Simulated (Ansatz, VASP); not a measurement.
**One calculation of KCl, two programs**

Contents of INCAR:

```
SYSTEM = KCl
PREC = Accurate
ENCUT = 520
EDIFF = 1E-6
ISMEAR = 0
SIGMA = 0.05
LREAL = .FALSE.
LASPH = .TRUE.
NELM = 80
ALGO = Normal
ISIF = 2
LWAVE = .FALSE.
LCHARG = .TRUE.
GGA = PE
LELF = .TRUE.
LVHAR = .TRUE.
NBANDS = 15
```

KPOINTS

```
Automatic mesh
0
G
  8 8 8
  0 0 0
```

File POSCAR:

```
KCl
1.0
    3.9473988355      0.0000000000      0.0000000000
    0.0000000000      3.9473988355      0.0000000000
    0.0000000000      0.0000000000      3.6316069286
K Cl
1 1
Direct
    0.0000000000      0.0000000000      0.0000000000
    0.5000000000      0.5000000000      0.5000000000
```

Input for Ansatz:

```yaml
crystal:
  lattice:
    - [3.9473988355, 0.0, 0.0]
    - [0.0, 3.9473988355, 0.0]
    - [0.0, 0.0, 3.6316069286]
  atoms:
    - { symbol: K, position: [0.0, 0.0, 0.0] }
    - { symbol: Cl, position: [0.5, 0.5, 0.5] }
basis:
  ecutwfc: 420
kpoints:
  mp_grid: { grid: [8, 8, 8] }
hamiltonian:
  xc: pbe
scf:
  occupations: { method: gaussian, width: 0.05 }
output:
  forces: true
  stress: true
  eigenvalues: true
```

Alike in both runs: task single point; functional PBE; k mesh 8 × 8 × 8; occupations gaussian, width 0.05 eV; no spin polarisation.

|  | VASP | Ansatz |
| --- | --- | --- |
| version | VASP 6.6.1 | Ansatz 0.2.0 |
| potentials or method | VASP PAW PBE potentials, release 64 (K_sv, Cl), cutoff 520 eV | scalar-relativistic, plane waves, PAW |
| valence electrons in the cell | 16 | 16 |

|  | VASP | Ansatz | Ansatz less VASP |
| --- | --- | --- | --- |
| gap on the k mesh at the Fermi level (eV) | 4.45 | 4.45 | 0.000 |
| least direct gap on the mesh (eV) | 4.60 | 4.60 | 0.000 |
| pressure (GPa) | 0.0 | 0.0 | -0.01 |
| traceless stress, the component that is largest in VASP (GPa) | 2.44 | 2.44 | +0.005 |
